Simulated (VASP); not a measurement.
A run of VASP 6.6.1 is set up as follows.

The input POSCAR:

```
MoS2
1.0
    3.1690000000      0.0000000000      0.0000000000
   -1.5845000000      2.7444345046      0.0000000000
    0.0000000000      0.0000000000     12.3240000000
Mo S
2 4
Direct
    0.6666666667      0.3333333333      0.7500000000
    0.3333333333      0.6666666667      0.2500000000
    0.6666666667      0.3333333333      0.3770000000
    0.3333333333      0.6666666667      0.8770000000
    0.6666666667      0.3333333333      0.1230000000
    0.3333333333      0.6666666667      0.6230000000
```

INCAR.step1

```
PREC     = Accurate       # precision mode
ENCUT    = 520            # plane-wave cutoff, eV
ISMEAR   = -1             # smearing method
SIGMA    = 0.05           # smearing width, eV
LREAL    = F              # projectors in reciprocal space
LASPH    = T              # aspherical terms in the spheres
NELM     = 60             # most SCF steps
NBANDS   = 35             # bands
GGA      = PE             # functional
ALGO     = Normal         # electronic algorithm
EDIFF    = 1E-4           # SCF threshold, eV
LWAVE    = T              # write WAVECAR
LCHARG   = F              # write CHGCAR
```

The input INCAR.step2:

```
PREC     = Accurate       # precision mode
ENCUT    = 520            # plane-wave cutoff, eV
EDIFF    = 1E-7           # SCF threshold, eV
ISMEAR   = -1             # smearing method
SIGMA    = 0.05           # smearing width, eV
LREAL    = F              # projectors in reciprocal space
LASPH    = T              # aspherical terms in the spheres
NELM     = 60             # most SCF steps
ALGO     = Normal         # electronic algorithm
ISIF     = 2              # what is computed and relaxed
LWAVE    = F              # write WAVECAR
LCHARG   = F              # write CHGCAR
METAGGA  = R2SCAN         # meta-GGA
LMIXTAU  = T            
NBANDS   = 35             # bands
ISTART   = 1
```

KPOINTS

```
regular mesh
0
Gamma
  10 10 3
```

Potentials or basis: VASP PAW PBE potentials, release 64 (Mo_sv, S).

Run with:

```sh
$ cat potpaw_PBE.64/Mo_sv/POTCAR potpaw_PBE.64/S/POTCAR > POTCAR
$ cp INCAR.step1 INCAR
$ mpirun -np 1 vasp_std > vasp.out
$ cp INCAR.step2 INCAR
$ mpirun -np 1 vasp_std > vasp.out
```

(1) What does it give for the band gap on the k mesh?

(2) What does it give for the pressure?

(3) What does it give for the largest force?

Answers

(1) 1.04 eV (least direct gap 1.99 eV).

(2) 0.8 GPa.

(3) 0.239 eV/Å.

Caveat: the PAW data sets were made with another functional, which shifts forces and pressure a little.

**Measured values to compare with.**

“Multiwavelength excitation Raman Scattering Analysis of bulk and 2 dimensional MoS2: Vibrational properties of atomically thin MoS2 layers”, 2015, arxiv:1506.03228 reports, for a bulk crystal of MoS2 at 300 K: band gap 1.3 eV (indirect).

A measured gap of MoS2 is 1.3 eV (indirect; 300 K; “Multiwavelength excitation Raman Scattering Analysis of bulk and 2 dimensional MoS2: Vibrational properties of atomically thin MoS2 layers”, 2015, arxiv:1506.03228); the calculated 1.04 eV misses it by -0.26 eV. Spin-orbit coupling on Mo is left out. The value is that of r2SCAN on a finite k mesh, which can miss the band edges, without temperature or zero-point motion.
